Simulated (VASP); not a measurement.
# As2Se (Fd-3m) in VASP: further runs

Runs on As2Se. Level: PBE. Tasks: single point, relaxation of cell and atoms.

Everything below comes from runs of VASP 6.6.1. Logs are shortened: lines on timing, memory, paths and dates and some standing lists are left out, and cuts for length are marked.

## Step 1: The cell of the first run

The structure is cubic, space group Fd-3m (No. 227). Conventional cell: a = 7.876 Å, b = 7.876 Å, c = 7.876 Å, α = 90.00°, β = 90.00°, γ = 90.00°. Within 3.7 Å of As (site symmetry -3m) lie 6 As at 2.78 Å and 6 Se at 3.27 Å. Within 4.3 Å of Se (site symmetry -43m) lie 12 As at 3.27 Å and 4 Se at 3.41 Å.

## Step 2: Single point, PBE

Contents of INCAR:

```
ALGO = Normal
EDIFF = 1E-6
ENCUT = 500
GGA = PE
GGA_COMPAT = F
ISIF = 2
ISMEAR = 0
LASPH = T
LCHARG = F
LREAL = F
LWAVE = F
NBANDS = 25
NELM = 120
PREC = Accurate
SIGMA = 0.1
```

Contents of KPOINTS:

```
k-points
0
Gamma
  8 8 8
```

Contents of POSCAR:

```
As2Se
1.0
    0.0000000000      3.9379498923      3.9379498923
    3.9379498923      0.0000000000      3.9379498923
    3.9379498923      3.9379498923      0.0000000000
As Se
4 2
Direct
    0.6250000000      0.1250000000      0.1250000000
    0.1250000000      0.1250000000      0.1250000000
    0.1250000000      0.1250000000      0.6250000000
    0.1250000000      0.6250000000      0.1250000000
    0.5000000000      0.5000000000      0.5000000000
    0.7500000000      0.7500000000      0.7500000000
```

Potentials or basis: VASP PAW PBE potentials, release 64 (As, Se).

Launch:

```bash
cat potpaw_PBE.64/As/POTCAR potpaw_PBE.64/Se/POTCAR > POTCAR
mpirun -np 1 vasp_std > vasp.out
```

OUTCAR:

```text
EDIFF = 1E-6
   ENCUT = 500
   GGA = PE
   ISIF = 2
   ISMEAR = 0
   LASPH = T
   LREAL = F
   NELM = 120
   PREC = Accurate

 ion  position               nearest neighbor table
   1  0.625  0.125  0.125-   2 2.78   3 2.78   4 2.78   2 2.78   3 2.78   4 2.78
   2  0.125  0.125  0.125-   1 2.78   3 2.78   4 2.78   3 2.78   4 2.78   1 2.78
   3  0.125  0.125  0.625-   2 2.78   1 2.78   2 2.78   4 2.78   4 2.78   1 2.78
   4  0.125  0.625  0.125-   2 2.78   3 2.78   1 2.78   2 2.78   3 2.78   1 2.78
   5  0.500  0.500  0.500-
   6  0.750  0.750  0.750-

  LATTYP: Found a face centered cubic cell.
 ALAT       =     7.8758997846

  Lattice vectors:

 A1 = (   0.0000000000,   3.9379498923,   3.9379498923)
 A2 = (   3.9379498923,   0.0000000000,   3.9379498923)
 A3 = (   3.9379498923,   3.9379498923,   0.0000000000)

Analysis of symmetry for initial positions (statically):
=====================================================================
 Subroutine PRICEL returns:
 Original cell was already a primitive cell.

 Routine SETGRP: Setting up the symmetry group for a
 face centered cubic supercell.

 Subroutine GETGRP returns: Found 48 space group operations
 (whereof 24 operations were pure point group operations)
 out of a pool of 48 trial point group operations.

The static configuration has the point symmetry T_d .
 The point group associated with its full space group is O_h .

Analysis of symmetry for dynamics (positions and initial velocities):
=====================================================================
 Subroutine PRICEL returns:
 Original cell was already a primitive cell.

 Routine SETGRP: Setting up the symmetry group for a
 face centered cubic supercell.

 Subroutine GETGRP returns: Found 48 space group operations
 (whereof 24 operations were pure point group operations)
 out of a pool of 48 trial point group operations.

The dynamic configuration has the point symmetry T_d .
 The point group associated with its full space group is O_h .

 Subroutine INISYM returns: Found 48 space group operations
 (whereof 24 operations are pure point group operations),
 and found     1 'primitive' translations

----------------------------------------------------------------------------------------

                                     Primitive cell

  volume of cell :     122.1351

  direct lattice vectors                    reciprocal lattice vectors
     0.000000000  3.937949892  3.937949892    -0.126969620  0.126969620  0.126969620
     3.937949892  0.000000000  3.937949892     0.126969620 -0.126969620  0.126969620
     3.937949892  3.937949892  0.000000000     0.126969620  0.126969620 -0.126969620

  length of vectors
     5.569102146  5.569102146  5.569102146     0.219917832  0.219917832  0.219917832

  position of ions in fractional coordinates (direct lattice)
     0.625000000  0.125000000  0.125000000
     0.125000000  0.125000000  0.125000000
     0.125000000  0.125000000  0.625000000
     0.125000000  0.625000000  0.125000000
     0.500000000  0.500000000  0.500000000
     0.750000000  0.750000000  0.750000000

  ion indices of the primitive-cell ions
   primitive index   ion index
                 1           1
                 2           2
                 3           3
                 4           4
                 5           5
                 6           6

----------------------------------------------------------------------------------------

 KPOINTS: k-points

Automatic generation of k-mesh.
 Grid dimensions read from file:
 generate k-points for:    8    8    8

 Generating k-lattice:

  Cartesian coordinates                     Fractional coordinates (reciprocal lattice)
    -0.015871202  0.015871202  0.015871202     0.125000000  0.000000000  0.000000000
     0.015871202 -0.015871202  0.015871202     0.000000000  0.125000000  0.000000000
     0.015871202  0.015871202 -0.015871202     0.000000000  0.000000000  0.125000000

  Length of vectors
     0.027489729  0.027489729  0.027489729

  Shift w.r.t. Gamma in fractional coordinates (k-lattice)
     0.000000000  0.000000000  0.000000000

 Subroutine IBZKPT returns following result:
 ===========================================

 Found     29 irreducible k-points:

 Following reciprocal coordinates:
            Coordinates               Weight
  0.000000  0.000000  0.000000      1.000000
  0.125000  0.000000  0.000000      8.000000
  0.250000  0.000000  0.000000      8.000000
  0.375000  0.000000  0.000000      8.000000
  0.500000  0.000000  0.000000      4.000000
  0.125000  0.125000  0.000000      6.000000
[... 16 lines left out ...]
  0.500000  0.250000  0.125000     48.000000
 -0.375000  0.250000  0.125000     24.000000
 [... further k-points ...]
   k-points           NKPTS =     29   k-points in BZ     NKDIM =     29   number of bands    NBANDS=     25
   number of dos      NEDOS =    301   number of ions     NIONS =      6
   total plane-waves  NPLWV =  74088
   dimension x,y,z NGX =    42 NGY =   42 NGZ =   42
   dimension x,y,z NGXF=    84 NGYF=   84 NGZF=   84
   ions per type =               4   2
   NGX,Y,Z   is equivalent  to a cutoff of  12.54, 12.54, 12.54 a.u.
   NGXF,Y,Z  is equivalent  to a cutoff of  25.08, 25.08, 25.08 a.u.
 SYSTEM =  unknown system
   PREC   = accura    normal or accurate (medium, high low for compatibility)
   ISTART =      0    job   : 0-new  1-cont  2-samecut
   ICHARG =      2    charge: 1-file 2-atom 10-const
   ISPIN  =      1    spin polarized calculation?
   LNONCOLLINEAR =      F non collinear calculations
   LSORBIT =      F    spin-orbit coupling
   LASPH  =      T    aspherical Exc in radial PAW
   ENCUT  =  500.0 eV  36.75 Ry    6.06 a.u.  10.15 10.15 10.15*2*pi/ulx,y,z
   NELM   =    120;   NELMIN=  2; NELMDL= -5     # of ELM steps
   EDIFF  = 0.1E-05   stopping-criterion for ELM
   LREAL  =      F    real-space projection
   EDIFFG = 0.1E-04   stopping-criterion for IOM
   NSW    =      0    number of steps for IOM
   IBRION =     -1    ionic relax: 0-MD 1-quasi-New 2-CG
   NFREE  =      0    steps in history (QN), initial steepest desc. (CG)
   ISIF   =      2    stress and relaxation
   ISYM   =      2    0-nonsym 1-usesym 2-fastsym
   POTIM  = 0.5000    time-step for ionic-motion
   TEBEG  =    0.0;   TEEND  =   0.0 temperature during run
   PSTRESS=    0.0 pullay stress
   NELECT =      32.0000    total number of electrons
   NUPDOWN=      -1.0000    fix difference up-down
   EMIN   =  10.00;   EMAX   =-10.00  energy-range for DOS
   EFERMI =   0.00;   METHOD = LEGACY
   ISMEAR =     0;   SIGMA  =   0.10  broadening in eV -4-tet -1-fermi 0-gaus
   EFERMI_NEDOS =   21; number of points for ismear=-14 and -15
   IALGO  =     38    algorithm
   IMIX   =      4    mixing-type and parameters
     AMIX     =   0.40;   BMIX     =  1.00
     AMIX_MAG =   1.60;   BMIX_MAG =  1.00
  volume/ion in A,a.u.               =      20.36       137.37
  Fermi-wavevector in a.u.,A,eV,Ry     =   1.047558  1.979597 14.930724  1.097377
  Thomas-Fermi vector in A             =   2.182443
   LORBIT       =      0    0 simple, 1 ext, 2 COOP (PROOUT), +10 PAW based schemes
   GGA     = PE    functional components
   LHFCALC =     F    Hartree Fock is set to
   AEXX    =    0.0000 exact exchange contribution
   IVDW    =     0    specifies the selected vdW correction
   LEPSILON=     F    determine dielectric tensor
   LRPA    =     F    only Hartree local field effects (RPA)
 non-spin polarized calculation
 Gauss-broadening in eV      SIGMA  =   0.10
  energy-cutoff  :      500.00
  volume of cell :      122.14
 maximum number of plane-waves:      3138
 NGX is ok and might be reduce to    42
   NGX = 21   NGY = 21   NGZ = 21

 number of electron      31.9999998 magnetization

 Free energy of the ion-electron system (eV)
  ---------------------------------------------------
  ext. energy  EPLUGINS =         0.00000000
  ---------------------------------------------------
  free energy    TOTEN  =       -22.02584322 eV

  energy without entropy =      -22.00297902  energy(sigma->0) =      -22.01441112

 E-fermi :   5.4873     XC(G=0): -10.4781

 val. band max:        5.4865624036   @ k =   0.5000   0.2500   0.0000
 cond. band min:       5.4993577648   @ k =   0.3750   0.2500   0.0000
 fundamental gap:      0.0127953612
 Fermi energy:         5.4872547197

 k-point     1 :       0.0000    0.0000    0.0000
  band No.  band energies     occupation
      1      -9.6385      2.00000
      2      -6.2406      2.00000
      3      -6.2294      2.00000
      4      -3.8096      2.00000
      5      -3.8096      2.00000
      6      -3.8096      2.00000
[... 17 lines left out ...]
     24      11.6679      0.00000
     25      11.6679      0.00000

 k-point     2 :       0.1250    0.0000    0.0000
  band No.  band energies     occupation
      1      -9.5408      2.00000
      2      -6.3275      2.00000
      3      -6.2763      2.00000
      4      -4.2872      2.00000
      5      -3.8492      2.00000
      6      -3.8492      2.00000
[... 17 lines left out ...]
     24      11.4757      0.00000
     25      11.8663      0.00000

 k-point     3 :       0.2500    0.0000    0.0000
  band No.  band energies     occupation
      1      -9.2509      2.00000
      2      -6.7093      2.00000
      3      -6.3402      2.00000
      4      -4.9500      2.00000
      5      -3.9373      2.00000
      6      -3.9373      2.00000
[... 552 lines left out ...]
 k-point    23 :       0.5000    0.2500    0.1250
  band No.  band energies     occupation
      1      -8.5325      2.00000
      2      -7.1911      2.00000
      3      -6.6507      2.00000
      4      -6.0264      2.00000
      5      -4.1138      2.00000
      6      -3.9581      2.00000
[... 17 lines left out ...]
     24      10.0405      0.00000
     25      12.1915      0.00000

 k-point    24 :      -0.3750    0.2500    0.1250
  band No.  band energies     occupation
      1      -8.0288      2.00000
      2      -7.7694      2.00000
      3      -6.6342      2.00000
      4      -6.1895      2.00000
      5      -4.1401      2.00000
      6      -3.9129      2.00000
[... 17 lines left out ...]
     24       9.8652      0.00000
     25      11.8969      0.00000

 [... further k-points ...]

------------------------ aborting loop because EDIFF is reached ----------------------------------------

  FORCE on cell =-STRESS in cart. coord.  units (eV):
  Direction    XX          YY          ZZ          XY          YZ          ZX
  --------------------------------------------------------------------------------------
  -------------------------------------------------------------------------------------
  Total        0.0482674      0.0482674      0.0482674      0.0000000     -0.0000000     -0.0000000
  in kB        0.6331754      0.6331754      0.6331754      0.0000000     -0.0000000     -0.0000000
  external PRESSURE =       0.6331754 kB  Pullay stress =       0.0000000 kB

 VOLUME and BASIS-vectors are now :
 -----------------------------------------------------------------------------
  energy-cutoff  :      500.00
  volume of cell :      122.14
      direct lattice vectors                 reciprocal lattice vectors
     0.000000000  3.937949892  3.937949892    -0.126969620  0.126969620  0.126969620
     3.937949892  0.000000000  3.937949892     0.126969620 -0.126969620  0.126969620
     3.937949892  3.937949892  0.000000000     0.126969620  0.126969620 -0.126969620

 POSITION                                       TOTAL-FORCE (eV/Angst)
 -----------------------------------------------------------------------------------
      0.98449      2.95346      2.95346        -0.000000      0.000000      0.000000
      0.98449      0.98449      0.98449        -0.000000      0.000000      0.000000
      2.95346      2.95346      0.98449        -0.000000      0.000000      0.000000
      2.95346      0.98449      2.95346        -0.000000      0.000000      0.000000
      3.93795      3.93795      3.93795         0.000000      0.000000      0.000000
      5.90692      5.90692      5.90692        -0.000000     -0.000000     -0.000000
 -----------------------------------------------------------------------------------
    total drift:                               -0.000000     -0.000000      0.000000

  FREE ENERGIE OF THE ION-ELECTRON SYSTEM (eV)
  ---------------------------------------------------
  free  energy   TOTEN  =       -22.0258432245 eV

  energy  without entropy=      -22.0029790150  energy(sigma->0) =      -22.01441112
```

Run time: 96 s. Hardware: 1 thread of AMD EPYC 7R43 (Zen 3), shared host; peak memory 0.24 GiB.

What came out:

- Free energy: -22.0258 eV
- Pressure: 0.1 GPa
- Band gap on the k mesh: zero (band 16 reaches 6.45 eV, above the bottom of band 17 at 4.76 eV)

(Part 1 of 2 ends here.)
